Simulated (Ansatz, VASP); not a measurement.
One calculation of Ba, two programs

Contents of INCAR:

```
SYSTEM = Ba
PREC     = Accurate       ! precision mode
ENCUT    = 520            ! plane-wave cutoff, eV
EDIFF    = 1E-6           ! SCF threshold, eV
ISMEAR   = -5             ! smearing method
SIGMA    = 0.05           ! smearing width, eV
LREAL    = .FALSE.        ! projectors in reciprocal space
LASPH    = .TRUE.         ! aspherical terms in the spheres
NELM     = 100            ! most SCF steps
ALGO     = Fast           ! electronic algorithm
ISIF     = 2              ! what is computed and relaxed
LWAVE    = .FALSE.        ! write WAVECAR
LCHARG   = .TRUE.         ! write CHGCAR
GGA      = PE             ! functional
LELF     = .TRUE.         ! ELF
LVHAR    = .TRUE.       
NBANDS   = 11             ! bands
```

File KPOINTS:

```
Automatic mesh
0
G
  8 8 8
  0 0 0
```

POSCAR

```
Ba
1.0
   -2.4560289315      2.4560289315      2.4560289315
    2.4560289315     -2.4560289315      2.4560289315
    2.4560289315      2.4560289315     -2.4560289315
Ba
1
Direct
    0.0000000000      0.0000000000      0.0000000000
```

The input input.yaml:

```yaml
crystal:
  lattice:
    - [-2.4560289315, 2.4560289315, 2.4560289315]
    - [2.4560289315, -2.4560289315, 2.4560289315]
    - [2.4560289315, 2.4560289315, -2.4560289315]
  atoms:
    - { symbol: Ba, position: [0.0, 0.0, 0.0] }
kpoints:
  mp_grid: { grid: [8, 8, 8] }
scf:
  occupations: { method: tetrahedron }
hamiltonian:
  xc: pbe
  pseudopotentials: { kind: all_electron, lapw: { basis_error: 0.001 } }
output:
  forces: true
  stress: true
  eigenvalues: true
```

Change from the starting cell: volume scaled by 0.98.

Alike in both runs: task single point; functional PBE; k mesh 8 × 8 × 8; occupations tetrahedron; no spin polarisation.

|  | VASP | Ansatz |
| --- | --- | --- |
| version | VASP 6.6.1 | Ansatz 0.2.0 |
| potentials or method | VASP PAW PBE potentials, release 64 (Ba_sv), cutoff 520 eV | all-electron LAPW, scalar-relativistic |

```tsv
	VASP	Ansatz	Ansatz less VASP
gap on the k mesh at the Fermi level (eV)	none	none	-
pressure (GPa)	0.7	0.7	-0.03
```

A gap of «none» marks a metal or a gap that the smearing closes. Ansatz ran all-electron here, and VASP with PAW potentials.

Neither program's run includes spin-orbit coupling.
